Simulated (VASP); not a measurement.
# NaCl (Fm-3m) in VASP: notebook

Runs on NaCl. Level: r2SCAN. Tasks: single point, relaxation of cell and atoms.

Program: VASP 6.6.1. These are calculated values, not measurements. Logs are shortened: lines on timing, memory, paths and dates and some standing lists are left out, and cuts for length are marked.

## (1) The cell of the first run

Symmetry: Fm-3m, No. 225, cubic system. The conventional cell has a = 5.663 Å, b = 5.663 Å, c = 5.663 Å, α = 90.00°, β = 90.00°, γ = 90.00°. Na (site symmetry m-3m) has 6 Cl at 2.83 Å within 3.7 Å. Cl (site symmetry m-3m) has 6 Na at 2.83 Å within 3.7 Å.

## (2) Single point, r2SCAN (volume scaled by 1.03)

File POSCAR:

```
NaCl
1.0
    0.0000000000      2.8317444009      2.8317444009
    2.8317444009      0.0000000000      2.8317444009
    2.8317444009      2.8317444009      0.0000000000
Na Cl
1 1
Direct
    0.0000000000      0.0000000000      0.0000000000
    0.5000000000      0.5000000000      0.5000000000
```

File INCAR.step1:

```
SYSTEM = NaCl
PREC = Accurate
ENCUT = 520
ISMEAR = 0
SIGMA = 0.02
LREAL = .False.
LASPH = .True.
NELM = 100
NBANDS = 14
GGA = PE
ALGO = Normal
EDIFF = 1E-4
LWAVE = .True.
LCHARG = .False.
```

File INCAR.step2:

```
SYSTEM = NaCl
PREC = Accurate
ENCUT = 520
EDIFF = 1E-6
ISMEAR = 0
SIGMA = 0.02
LREAL = .False.
LASPH = .True.
NELM = 100
ALGO = Normal
ISIF = 2
LWAVE = .False.
LCHARG = .False.
METAGGA = R2SCAN
LMIXTAU = .True.
NBANDS = 14
ISTART = 1
```

File KPOINTS:

```
regular mesh
0
Gamma
  8 8 8
  0 0 0
```

Potentials or basis: VASP PAW PBE potentials, release 64 (Na_pv, Cl).

Command:

```console
$ cat potpaw_PBE.64/Na_pv/POTCAR potpaw_PBE.64/Cl/POTCAR > POTCAR
$ cp INCAR.step1 INCAR
$ mpirun -np 1 vasp_std > vasp.out
$ cp INCAR.step2 INCAR
$ mpirun -np 1 vasp_std > vasp.out
```

OUTCAR:

```text
SYSTEM = NaCl
   PREC = Accurate
   ENCUT = 520
   EDIFF = 1E-6
   ISMEAR = 0
   LREAL = .False.
   LASPH = .True.
   NELM = 100
   ISIF = 2
   METAGGA = R2SCAN
   ISTART = 1

 ion  position               nearest neighbor table
   1  0.000  0.000  0.000-
   2  0.500  0.500  0.500-

  LATTYP: Found a face centered cubic cell.
 ALAT       =     5.6634888018

  Lattice vectors:

 A1 = (   0.0000000000,   2.8317444009,   2.8317444009)
 A2 = (   2.8317444009,   0.0000000000,   2.8317444009)
 A3 = (   2.8317444009,   2.8317444009,   0.0000000000)

Analysis of symmetry for initial positions (statically):
=====================================================================
 Subroutine PRICEL returns:
 Original cell was already a primitive cell.

 Routine SETGRP: Setting up the symmetry group for a
 face centered cubic supercell.

 Subroutine GETGRP returns: Found 48 space group operations
 (whereof 48 operations were pure point group operations)
 out of a pool of 48 trial point group operations.

The static configuration has the point symmetry O_h .

Analysis of symmetry for dynamics (positions and initial velocities):
=====================================================================
 Subroutine PRICEL returns:
 Original cell was already a primitive cell.

 Routine SETGRP: Setting up the symmetry group for a
 face centered cubic supercell.

 Subroutine GETGRP returns: Found 48 space group operations
 (whereof 48 operations were pure point group operations)
 out of a pool of 48 trial point group operations.

The dynamic configuration has the point symmetry O_h .

 Subroutine INISYM returns: Found 48 space group operations
 (whereof 48 operations are pure point group operations),
 and found     1 'primitive' translations

----------------------------------------------------------------------------------------

                                     Primitive cell

  volume of cell :      45.4143

  direct lattice vectors                    reciprocal lattice vectors
     0.000000000  2.831744401  2.831744401    -0.176569608  0.176569608  0.176569608
     2.831744401  0.000000000  2.831744401     0.176569608 -0.176569608  0.176569608
     2.831744401  2.831744401  0.000000000     0.176569608  0.176569608 -0.176569608

  length of vectors
     4.004691337  4.004691337  4.004691337     0.305827533  0.305827533  0.305827533

  position of ions in fractional coordinates (direct lattice)
     0.000000000  0.000000000  0.000000000
     0.500000000  0.500000000  0.500000000

  ion indices of the primitive-cell ions
   primitive index   ion index
                 1           1
                 2           2

----------------------------------------------------------------------------------------

 KPOINTS: regular mesh

Automatic generation of k-mesh.
 Grid dimensions read from file:
 generate k-points for:    8    8    8

 Generating k-lattice:

  Cartesian coordinates                     Fractional coordinates (reciprocal lattice)
    -0.022071201  0.022071201  0.022071201     0.125000000  0.000000000  0.000000000
     0.022071201 -0.022071201  0.022071201     0.000000000  0.125000000  0.000000000
     0.022071201  0.022071201 -0.022071201     0.000000000  0.000000000  0.125000000

  Length of vectors
     0.038228442  0.038228442  0.038228442

  Shift w.r.t. Gamma in fractional coordinates (k-lattice)
     0.000000000  0.000000000  0.000000000

 Subroutine IBZKPT returns following result:
 ===========================================

 Found     29 irreducible k-points:

 Following reciprocal coordinates:
            Coordinates               Weight
  0.000000  0.000000  0.000000      1.000000
  0.125000  0.000000  0.000000      8.000000
  0.250000  0.000000  0.000000      8.000000
  0.375000  0.000000  0.000000      8.000000
  0.500000  0.000000  0.000000      4.000000
  0.125000  0.125000  0.000000      6.000000
[... 16 lines left out ...]
  0.500000  0.250000  0.125000     48.000000
 -0.375000  0.250000  0.125000     24.000000
 [... further k-points ...]
   k-points           NKPTS =     29   k-points in BZ     NKDIM =     29   number of bands    NBANDS=     14
   number of dos      NEDOS =    301   number of ions     NIONS =      2
   total plane-waves  NPLWV =  27000
   dimension x,y,z NGX =    30 NGY =   30 NGZ =   30
   dimension x,y,z NGXF=    60 NGYF=   60 NGZF=   60
   ions per type =               1   1
   NGX,Y,Z   is equivalent  to a cutoff of  12.45, 12.45, 12.45 a.u.
   NGXF,Y,Z  is equivalent  to a cutoff of  24.91, 24.91, 24.91 a.u.
 SYSTEM =  NaCl
   PREC   = accura    normal or accurate (medium, high low for compatibility)
   ISTART =      1    job   : 0-new  1-cont  2-samecut
   ICHARG =      0    charge: 1-file 2-atom 10-const
   ISPIN  =      1    spin polarized calculation?
   LNONCOLLINEAR =      F non collinear calculations
   LSORBIT =      F    spin-orbit coupling
   LASPH  =      T    aspherical Exc in radial PAW
   ENCUT  =  520.0 eV  38.22 Ry    6.18 a.u.   7.45  7.45  7.45*2*pi/ulx,y,z
   NELM   =    100;   NELMIN=  2; NELMDL=  0     # of ELM steps
   EDIFF  = 0.1E-05   stopping-criterion for ELM
   LREAL  =      F    real-space projection
   EDIFFG = 0.1E-04   stopping-criterion for IOM
   NSW    =      0    number of steps for IOM
   IBRION =     -1    ionic relax: 0-MD 1-quasi-New 2-CG
   NFREE  =      0    steps in history (QN), initial steepest desc. (CG)
   ISIF   =      2    stress and relaxation
   ISYM   =      2    0-nonsym 1-usesym 2-fastsym
   POTIM  = 0.5000    time-step for ionic-motion
   TEBEG  =    0.0;   TEEND  =   0.0 temperature during run
   PSTRESS=    0.0 pullay stress
   NELECT =      14.0000    total number of electrons
   NUPDOWN=      -1.0000    fix difference up-down
   EMIN   =  10.00;   EMAX   =-10.00  energy-range for DOS
   EFERMI =   0.00;   METHOD = LEGACY
   ISMEAR =     0;   SIGMA  =   0.02  broadening in eV -4-tet -1-fermi 0-gaus
   EFERMI_NEDOS =   21; number of points for ismear=-14 and -15
   IALGO  =     38    algorithm
   IMIX   =      4    mixing-type and parameters
     AMIX     =   0.40;   BMIX     =  1.00
     AMIX_MAG =   1.60;   BMIX_MAG =  1.00
  volume/ion in A,a.u.               =      22.71       153.24
  Fermi-wavevector in a.u.,A,eV,Ry     =   1.105911  2.089869 16.640454  1.223039
  Thomas-Fermi vector in A             =   2.242405
   LORBIT       =      0    0 simple, 1 ext, 2 COOP (PROOUT), +10 PAW based schemes
   METAGGA = R2SCAN    functional components
   LHFCALC =     F    Hartree Fock is set to
   AEXX    =    0.0000 exact exchange contribution
   IVDW    =     0    specifies the selected vdW correction
   LEPSILON=     F    determine dielectric tensor
   LRPA    =     F    only Hartree local field effects (RPA)
 non-spin polarized calculation
 Gauss-broadening in eV      SIGMA  =   0.02
  energy-cutoff  :      520.00
  volume of cell :       45.41
 maximum number of plane-waves:      1243
 NGX is ok and might be reduce to    30
   NGX = 15   NGY = 15   NGZ = 15

 number of electron      13.9999993 magnetization

 Free energy of the ion-electron system (eV)
  ---------------------------------------------------
  ext. energy  EPLUGINS =         0.00000000
  ---------------------------------------------------
  free energy    TOTEN  =       -13.78513734 eV

  energy without entropy =      -13.78513734  energy(sigma->0) =      -13.78513734

 E-fermi :  -1.0514     XC(G=0):  -8.5858

 val. band max:       -1.2352098942   @ k =   0.0000   0.0000   0.0000
 cond. band min:       4.6349507731   @ k =   0.0000   0.0000   0.0000
 fundamental gap:      5.8701606673
 Fermi energy:        -1.0513760399

 k-point     1 :       0.0000    0.0000    0.0000
  band No.  band energies     occupation
      1     -22.7779      2.00000
      2     -22.7775      2.00000
      3     -22.7775      2.00000
      4     -14.4291      2.00000
      5      -1.2352      2.00000
      6      -1.2352      2.00000
      7      -1.2352      2.00000
      8       4.6350      0.00000
      9      10.5129      0.00000
     10      10.5129      0.00000
     11      10.5129      0.00000
     12      12.7465      0.00000
     13      12.7465      0.00000
     14      14.3098      0.00000

 k-point     2 :       0.1250    0.0000    0.0000
  band No.  band energies     occupation
      1     -22.7815      2.00000
      2     -22.7781      2.00000
      3     -22.7778      2.00000
      4     -14.3832      2.00000
      5      -1.5854      2.00000
      6      -1.2770      2.00000
      7      -1.2770      2.00000
      8       5.1192      0.00000
      9       9.9691      0.00000
     10      10.7187      0.00000
     11      10.7188      0.00000
     12      12.5209      0.00000
     13      12.5209      0.00000
     14      15.3066      0.00000

 k-point     3 :       0.2500    0.0000    0.0000
  band No.  band energies     occupation
      1     -22.7910      2.00000
      2     -22.7787      2.00000
      3     -22.7784      2.00000
      4     -14.2694      2.00000
      5      -2.2954      2.00000
      6      -1.3747      2.00000
      7      -1.3746      2.00000
      8       6.0764      0.00000
      9       9.4428      0.00000
     10      10.8716      0.00000
     11      10.8718      0.00000
     12      12.7424      0.00000
     13      12.7425      0.00000
     14      15.3828      0.00000
[... 324 lines left out ...]
 k-point    23 :       0.5000    0.2500    0.1250
  band No.  band energies     occupation
      1     -22.7970      2.00000
      2     -22.7845      2.00000
      3     -22.7806      2.00000
      4     -14.1061      2.00000
      5      -2.7370      2.00000
      6      -1.9154      2.00000
      7      -1.5967      2.00000
      8       7.6405      0.00000
      9       9.0455      0.00000
     10       9.4893      0.00000
     11      11.4926      0.00000
     12      13.2703      0.00000
     13      15.6666      0.00000
     14      16.1101      0.00000

 k-point    24 :      -0.3750    0.2500    0.1250
  band No.  band energies     occupation
      1     -22.7989      2.00000
      2     -22.7849      2.00000
      3     -22.7814      2.00000
      4     -14.0687      2.00000
      5      -2.8543      2.00000
      6      -1.9932      2.00000
      7      -1.6493      2.00000
      8       7.7487      0.00000
      9       9.1884      0.00000
     10       9.7225      0.00000
     11      11.3089      0.00000
     12      13.8885      0.00000
     13      15.2742      0.00000
     14      16.2078      0.00000

 [... further k-points ...]
[... 5 lines left out ...]
  --------------------------------------------------------------------------------------
  -------------------------------------------------------------------------------------
  Total       -0.2786934     -0.2786934     -0.2786934      0.0000000      0.0000000      0.0000000
  in kB       -9.8320739     -9.8320739     -9.8320739      0.0000000      0.0000000      0.0000000
  external PRESSURE =      -9.8320739 kB  Pullay stress =       0.0000000 kB

 VOLUME and BASIS-vectors are now :
 -----------------------------------------------------------------------------
  energy-cutoff  :      520.00
  volume of cell :       45.41
      direct lattice vectors                 reciprocal lattice vectors
     0.000000000  2.831744401  2.831744401    -0.176569608  0.176569608  0.176569608
     2.831744401  0.000000000  2.831744401     0.176569608 -0.176569608  0.176569608
     2.831744401  2.831744401  0.000000000     0.176569608  0.176569608 -0.176569608

 POSITION                                       TOTAL-FORCE (eV/Angst)
 -----------------------------------------------------------------------------------
      0.00000      0.00000      0.00000         0.000000     -0.000000      0.000000
      2.83174      2.83174      2.83174         0.000000      0.000000      0.000000
 -----------------------------------------------------------------------------------
    total drift:                               -0.000000      0.000000      0.000000

  FREE ENERGIE OF THE ION-ELECTRON SYSTEM (eV)
  ---------------------------------------------------
  free  energy   TOTEN  =       -13.7851373351 eV

  energy  without entropy=      -13.7851373351  energy(sigma->0) =      -13.78513734
```

Run time: 96 s. Hardware: 1 thread of Intel Xeon 6975P-C, shared host; peak memory 0.17 GiB.

What came out:

```
Free energy            : -13.7851 eV
Pressure               : -1.0 GPa
Band gap on the k mesh : 5.87 eV, direct
```

Levels at points of the mesh, in eV from the valence-band top:
| k point | band 5 | band 6 | band 7 | band 8 | band 9 | band 10 |
| --- | --- | --- | --- | --- | --- | --- |
| (0.00, 0.00, 0.00) | 0.00 | 0.00 | 0.00 | 5.87 | 11.75 | 11.75 |
| (0.50, 0.00, 0.00) | -1.88 | -0.27 | -0.27 | 7.92 | 11.51 | 11.74 |
| (0.50, 0.50, 0.00) | -1.65 | -0.59 | -0.59 | 8.41 | 8.62 | 12.11 |

Caveat: the PAW data sets were made with another functional, which shifts forces and pressure a little.

[end of part 1 of 2]
